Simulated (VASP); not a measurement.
Set up this calculation in VASP 6.6.1, as the native input.

```
Task                   : single point
Functional             : PBE
Potentials or basis    : VASP PAW PBE potentials, release 64 (In_d, Ge_d, O)
Cutoff                 : 520 eV
k mesh                 : 4 × 4 × 4
Occupations            : gaussian, width 0.1 eV
Spin                   : no spin polarisation
Dipole correction      : no
Further INCAR settings : ALGO = Normal; EDIFF = 1e-06; NBANDS = 42
```

The structure of In3GeO2 lies in POSCAR:

```
In3GeO2
1.0
    2.8907841478     -6.8747258463      0.0000000000
    2.8907841478      6.8747258463      0.0000000000
    0.0000000000      0.0000000000      3.1315158318
In Ge O
3 1 2
Direct
    0.8043682525      0.1956317475      0.0000000000
    0.1956317475      0.8043682525      0.0000000000
    0.5000000000      0.5000000000      0.5000000000
    0.0000000000      0.0000000000      0.0000000000
    0.5000000000      0.0000000000      0.5000000000
    0.0000000000      0.5000000000      0.5000000000
```

One way to write it, as run:

INCAR

```
PREC     = Accurate       # precision mode
ENCUT    = 520            # plane-wave cutoff, eV
EDIFF    = 1E-6           # SCF threshold, eV
ISMEAR   = 0              # smearing method
SIGMA    = 0.1            # smearing width, eV
LREAL    = False          # projectors in reciprocal space
LASPH    = True           # aspherical terms in the spheres
NELM     = 100            # most SCF steps
ALGO     = Normal         # electronic algorithm
ISIF     = 2              # what is computed and relaxed
LWAVE    = False          # write WAVECAR
LCHARG   = True           # write CHGCAR
GGA      = PE             # functional
LELF     = True           # ELF
LVHAR    = True         
NBANDS   = 42             # bands
```

KPOINTS

```
Automatic mesh
0
Gamma
  4 4 4
```

Potentials or basis: VASP PAW PBE potentials, release 64 (In_d, Ge_d, O).

The run is started by

```sh
$ cat potpaw_PBE.64/In_d/POTCAR potpaw_PBE.64/Ge_d/POTCAR potpaw_PBE.64/O/POTCAR > POTCAR
$ mpirun -np 1 vasp_std > vasp.out
```

Results of the run:

| Property | Result |
| --- | --- |
| Pressure | 0.1 GPa |
| Largest force | 0.016 eV/Å |

Caveat: the k points lie up to 0.50 Å⁻¹ apart; an odd number of electrons without spin polarisation forces a metal; a magnetic or distorted state may lie lower.

It took 88 s on 1 thread of AMD EPYC 9R45 96-Core Processor (Zen 5) (shared host), peak memory 0.28 GiB.
